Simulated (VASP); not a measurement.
# Ca (Pm-3m) in VASP: single point with PBEsol

Aim: the single point of Ca with PBEsol.

Everything below comes from runs of VASP 6.6.1. Logs are shortened: lines on timing, memory, paths and dates and some standing lists are left out, and cuts for length are marked.

### Step 1. The cell of the first run

The structure is cubic, space group Pm-3m (No. 221). Conventional cell: a = 4.757 Å, b = 4.757 Å, c = 4.757 Å, α = 90.00°, β = 90.00°, γ = 90.00°. Within 4.4 Å of Ca (site symmetry 4/mmm) lie 8 Ca at 3.36 Å.

This isn't the form of Ca at room conditions, which is fcc.

### Step 2. Single point, PBEsol

Input file INCAR:

```
  PREC = Accurate
  ENCUT = 500
  EDIFF = 1E-6
  ISMEAR = -1
  SIGMA = 0.3
  LREAL = F
  LASPH = T
  NELM = 120
  ALGO = Normal
  ISIF = 2
  LWAVE = F
  LCHARG = F
  GGA = PS
  NBANDS = 22
  GGA_COMPAT = F
```

Input file KPOINTS:

```
Automatic mesh
0
Gamma
  5 5 5
```

Input file POSCAR:

```
Ca
1.0
    4.7573000000      0.0000000000      0.0000000000
    0.0000000000      4.7573000000      0.0000000000
    0.0000000000      0.0000000000      4.7573000000
Ca
3
Direct
    0.0000000000      0.5000000000      0.5000000000
    0.5000000000      0.0000000000      0.5000000000
    0.5000000000      0.5000000000      0.0000000000
```

Potentials or basis: VASP PAW PBE potentials, release 64 (Ca_sv).

Run with:

```
$ cat potpaw_PBE.64/Ca_sv/POTCAR > POTCAR
$ mpirun -np 1 vasp_std > vasp.out
```

OUTCAR:

```text
PREC = Accurate
   ENCUT = 500
   EDIFF = 1E-6
   ISMEAR = -1
   LREAL = F
   LASPH = T
   NELM = 120
   ISIF = 2
   GGA = PS

 ion  position               nearest neighbor table
   1  0.000  0.500  0.500-
   2  0.500  0.000  0.500-
   3  0.500  0.500  0.000-

  LATTYP: Found a simple cubic cell.
 ALAT       =     4.7573000000

  Lattice vectors:

 A1 = (   4.7573000000,   0.0000000000,   0.0000000000)
 A2 = (   0.0000000000,   4.7573000000,   0.0000000000)
 A3 = (   0.0000000000,   0.0000000000,   4.7573000000)

Analysis of symmetry for initial positions (statically):
=====================================================================
 Subroutine PRICEL returns:
 Original cell was already a primitive cell.

 Routine SETGRP: Setting up the symmetry group for a
 simple cubic supercell.

 Subroutine GETGRP returns: Found 48 space group operations
 (whereof 48 operations were pure point group operations)
 out of a pool of 48 trial point group operations.

The static configuration has the point symmetry O_h .

Analysis of symmetry for dynamics (positions and initial velocities):
=====================================================================
 Subroutine PRICEL returns:
 Original cell was already a primitive cell.

 Routine SETGRP: Setting up the symmetry group for a
 simple cubic supercell.

 Subroutine GETGRP returns: Found 48 space group operations
 (whereof 48 operations were pure point group operations)
 out of a pool of 48 trial point group operations.

The dynamic configuration has the point symmetry O_h .

 Subroutine INISYM returns: Found 48 space group operations
 (whereof 48 operations are pure point group operations),
 and found     1 'primitive' translations

----------------------------------------------------------------------------------------

                                     Primitive cell

  volume of cell :     107.6668

  direct lattice vectors                    reciprocal lattice vectors
     4.757300000  0.000000000  0.000000000     0.210203267  0.000000000  0.000000000
     0.000000000  4.757300000  0.000000000     0.000000000  0.210203267  0.000000000
     0.000000000  0.000000000  4.757300000     0.000000000  0.000000000  0.210203267

  length of vectors
     4.757300000  4.757300000  4.757300000     0.210203267  0.210203267  0.210203267

  position of ions in fractional coordinates (direct lattice)
     0.000000000  0.500000000  0.500000000
     0.500000000  0.000000000  0.500000000
     0.500000000  0.500000000  0.000000000

  ion indices of the primitive-cell ions
   primitive index   ion index
                 1           1
                 2           2
                 3           3

----------------------------------------------------------------------------------------

 KPOINTS: Automatic mesh

Automatic generation of k-mesh.
 Grid dimensions read from file:
 generate k-points for:    5    5    5

 Generating k-lattice:

  Cartesian coordinates                     Fractional coordinates (reciprocal lattice)
     0.042040653  0.000000000  0.000000000     0.200000000  0.000000000  0.000000000
     0.000000000  0.042040653  0.000000000     0.000000000  0.200000000  0.000000000
     0.000000000  0.000000000  0.042040653     0.000000000  0.000000000  0.200000000

  Length of vectors
     0.042040653  0.042040653  0.042040653

  Shift w.r.t. Gamma in fractional coordinates (k-lattice)
     0.000000000  0.000000000  0.000000000

 Subroutine IBZKPT returns following result:
 ===========================================

 Found     10 irreducible k-points:

 Following reciprocal coordinates:
            Coordinates               Weight
  0.000000  0.000000  0.000000      1.000000
  0.200000  0.000000  0.000000      6.000000
  0.400000  0.000000  0.000000      6.000000
  0.200000  0.200000  0.000000     12.000000
  0.400000  0.200000  0.000000     24.000000
  0.400000  0.400000  0.000000     12.000000
  0.200000  0.200000  0.200000      8.000000
  0.400000  0.200000  0.200000     24.000000
  0.400000  0.400000  0.200000     24.000000
  0.400000  0.400000  0.400000      8.000000
   k-points           NKPTS =     10   k-points in BZ     NKDIM =     10   number of bands    NBANDS=     22
   number of dos      NEDOS =    301   number of ions     NIONS =      3
   total plane-waves  NPLWV =  46656
   dimension x,y,z NGX =    36 NGY =   36 NGZ =   36
   dimension x,y,z NGXF=    72 NGYF=   72 NGZF=   72
   ions per type =               3
   NGX,Y,Z   is equivalent  to a cutoff of  12.58, 12.58, 12.58 a.u.
   NGXF,Y,Z  is equivalent  to a cutoff of  25.16, 25.16, 25.16 a.u.
 SYSTEM =  unknown system
   PREC   = accura    normal or accurate (medium, high low for compatibility)
   ISTART =      0    job   : 0-new  1-cont  2-samecut
   ICHARG =      2    charge: 1-file 2-atom 10-const
   ISPIN  =      1    spin polarized calculation?
   LNONCOLLINEAR =      F non collinear calculations
   LSORBIT =      F    spin-orbit coupling
   LASPH  =      T    aspherical Exc in radial PAW
   ENCUT  =  500.0 eV  36.75 Ry    6.06 a.u.   8.67  8.67  8.67*2*pi/ulx,y,z
   NELM   =    120;   NELMIN=  2; NELMDL= -5     # of ELM steps
   EDIFF  = 0.1E-05   stopping-criterion for ELM
   LREAL  =      F    real-space projection
   EDIFFG = 0.1E-04   stopping-criterion for IOM
   NSW    =      0    number of steps for IOM
   IBRION =     -1    ionic relax: 0-MD 1-quasi-New 2-CG
   NFREE  =      0    steps in history (QN), initial steepest desc. (CG)
   ISIF   =      2    stress and relaxation
   ISYM   =      2    0-nonsym 1-usesym 2-fastsym
   POTIM  = 0.5000    time-step for ionic-motion
   TEBEG  =    0.0;   TEEND  =   0.0 temperature during run
   PSTRESS=    0.0 pullay stress
   NELECT =      30.0000    total number of electrons
   NUPDOWN=      -1.0000    fix difference up-down
   EMIN   =  10.00;   EMAX   =-10.00  energy-range for DOS
   EFERMI =   0.00;   METHOD = LEGACY
   ISMEAR =    -1;   SIGMA  =   0.30  broadening in eV -4-tet -1-fermi 0-gaus
   EFERMI_NEDOS =   21; number of points for ismear=-14 and -15
   IALGO  =     38    algorithm
   IMIX   =      4    mixing-type and parameters
     AMIX     =   0.40;   BMIX     =  1.00
     AMIX_MAG =   1.60;   BMIX_MAG =  1.00
  volume/ion in A,a.u.               =      35.89       242.19
  Fermi-wavevector in a.u.,A,eV,Ry     =   1.069272  2.020630 15.556110  1.143342
  Thomas-Fermi vector in A             =   2.204946
   LORBIT       =      0    0 simple, 1 ext, 2 COOP (PROOUT), +10 PAW based schemes
   GGA     = PS    functional components
   LHFCALC =     F    Hartree Fock is set to
   AEXX    =    0.0000 exact exchange contribution
   IVDW    =     0    specifies the selected vdW correction
   LEPSILON=     F    determine dielectric tensor
   LRPA    =     F    only Hartree local field effects (RPA)
 non-spin polarized calculation
  energy-cutoff  :      500.00
  volume of cell :      107.67
 maximum number of plane-waves:      2777
 NGX is ok and might be reduce to    36
   NGX = 17   NGY = 17   NGZ = 17

 number of electron      29.9999987 magnetization

 Free energy of the ion-electron system (eV)
  ---------------------------------------------------
  ext. energy  EPLUGINS =         0.00000000
  ---------------------------------------------------
  free energy    TOTEN  =        -5.17258933 eV

  energy without entropy =       -4.11167601  energy(sigma->0) =       -4.64213267

 E-fermi :   2.4161     XC(G=0):  -8.2555

 val. band max:        2.3481006776   @ k =   0.4000   0.2000   0.0000
 cond. band min:       2.4299418008   @ k =   0.4000   0.4000   0.2000
 fundamental gap:      0.0818411232
 Fermi energy:         2.4160803014

 k-point     1 :       0.0000    0.0000    0.0000
  band No.  band energies     occupation
      1     -38.9851      2.00000
      2     -38.8886      2.00000
      3     -38.8886      2.00000
      4     -20.2670      2.00000
      5     -20.2670      2.00000
      6     -20.2670      2.00000
[... 14 lines left out ...]
     21       5.1795      0.00020
     22       5.1795      0.00020

 k-point     2 :       0.2000    0.0000    0.0000
  band No.  band energies     occupation
      1     -38.9769      2.00000
      2     -38.8966      2.00000
      3     -38.8885      2.00000
      4     -20.2449      2.00000
      5     -20.2449      2.00000
      6     -20.2332      2.00000
[... 14 lines left out ...]
     21       4.7920      0.00073
     22       4.9427      0.00044

 k-point     3 :       0.4000    0.0000    0.0000
  band No.  band energies     occupation
      1     -38.9581      2.00000
      2     -38.9154      2.00000
      3     -38.8883      2.00000
      4     -20.1986      2.00000
      5     -20.1986      2.00000
      6     -20.1433      2.00000
[... 14 lines left out ...]
     21       4.2819      0.00397
     22       4.9805      0.00039

 k-point     4 :       0.2000    0.2000    0.0000
  band No.  band energies     occupation
      1     -38.9695      2.00000
      2     -38.8996      2.00000
      3     -38.8928      2.00000
      4     -20.2587      2.00000
      5     -20.2221      2.00000
      6     -20.1773      2.00000
[... 14 lines left out ...]
     21       4.5143      0.00183
     22       4.8177      0.00067

 k-point     5 :       0.4000    0.2000    0.0000
  band No.  band energies     occupation
      1     -38.9518      2.00000
      2     -38.9154      2.00000
      3     -38.8943      2.00000
      4     -20.2249      2.00000
      5     -20.1730      2.00000
      6     -20.1483      2.00000
[... 14 lines left out ...]
     21       4.2295      0.00473
     22       5.0230      0.00034

 k-point     6 :       0.4000    0.4000    0.0000
  band No.  band energies     occupation
      1     -38.9361      2.00000
      2     -38.9173      2.00000
      3     -38.9078      2.00000
      4     -20.2397      2.00000
      5     -20.2071      2.00000
      6     -20.1109      2.00000
[... 14 lines left out ...]
     21       4.3512      0.00315
     22       4.8060      0.00069

 k-point     7 :       0.2000    0.2000    0.2000
  band No.  band energies     occupation
      1     -38.9627      2.00000
      2     -38.8995      2.00000
      3     -38.8995      2.00000
      4     -20.2857      2.00000
      5     -20.1702      2.00000
      6     -20.1702      2.00000
[... 14 lines left out ...]
     21       4.4576      0.00221
     22       4.4576      0.00221

 k-point     8 :       0.4000    0.2000    0.2000
  band No.  band energies     occupation
      1     -38.9465      2.00000
      2     -38.9155      2.00000
      3     -38.8993      2.00000
      4     -20.2739      2.00000
      5     -20.1672      2.00000
      6     -20.1579      2.00000
[... 14 lines left out ...]
     21       4.3445      0.00323
     22       4.4901      0.00199

 k-point     9 :       0.4000    0.4000    0.2000
  band No.  band energies     occupation
      1     -38.9333      2.00000
      2     -38.9172      2.00000
      3     -38.9103      2.00000
      4     -20.3028      2.00000
      5     -20.2237      2.00000
      6     -20.1627      2.00000
[... 14 lines left out ...]
     21       4.6042      0.00136
     22       4.6680      0.00110

 k-point    10 :       0.4000    0.4000    0.4000
  band No.  band energies     occupation
      1     -38.9262      2.00000
      2     -38.9170      2.00000
      3     -38.9170      2.00000
      4     -20.3726      2.00000
      5     -20.2259      2.00000
      6     -20.2231      2.00000
[... 14 lines left out ...]
     21       4.8064      0.00069
     22       4.8100      0.00068

------------------------ aborting loop because EDIFF is reached ----------------------------------------

  FORCE on cell =-STRESS in cart. coord.  units (eV):
  Direction    XX          YY          ZZ          XY          YZ          ZX
  --------------------------------------------------------------------------------------
  -------------------------------------------------------------------------------------
  Total        4.0396458      4.0396458      4.0396458     -0.0000000     -0.0000000      0.0000000
  in kB       60.1135331     60.1135331     60.1135331     -0.0000000     -0.0000000      0.0000000
  external PRESSURE =      60.1135331 kB  Pullay stress =       0.0000000 kB

 VOLUME and BASIS-vectors are now :
 -----------------------------------------------------------------------------
  energy-cutoff  :      500.00
  volume of cell :      107.67
      direct lattice vectors                 reciprocal lattice vectors
     4.757300000  0.000000000  0.000000000     0.210203267  0.000000000  0.000000000
     0.000000000  4.757300000  0.000000000     0.000000000  0.210203267  0.000000000
     0.000000000  0.000000000  4.757300000     0.000000000  0.000000000  0.210203267

 POSITION                                       TOTAL-FORCE (eV/Angst)
 -----------------------------------------------------------------------------------
      0.00000      2.37865      2.37865         0.000000      0.000000      0.000000
      2.37865      0.00000      2.37865         0.000000      0.000000      0.000000
      2.37865      2.37865      0.00000         0.000000      0.000000      0.000000
 -----------------------------------------------------------------------------------
    total drift:                                0.000000      0.000000      0.000000

  FREE ENERGIE OF THE ION-ELECTRON SYSTEM (eV)
  ---------------------------------------------------
  free  energy   TOTEN  =        -5.1725893250 eV

  energy  without entropy=       -4.1116760142  energy(sigma->0) =       -4.64213267
```

It took 13 s on 1 thread of AMD EPYC 9R45 (Zen 5), shared host; peak memory 0.17 GiB.

Results:

```yaml
Free_energy: -5.1726 eV
Pressure: 6.0 GPa
Band_gap_on_the_k_mesh: zero (bands 15 and 16 overlap by 0.62 eV)
```

Caveat: the cell stands under pressure; so wide a smearing shifts energies and pressures; the PAW data sets were made with another functional, which shifts forces and pressure a little.
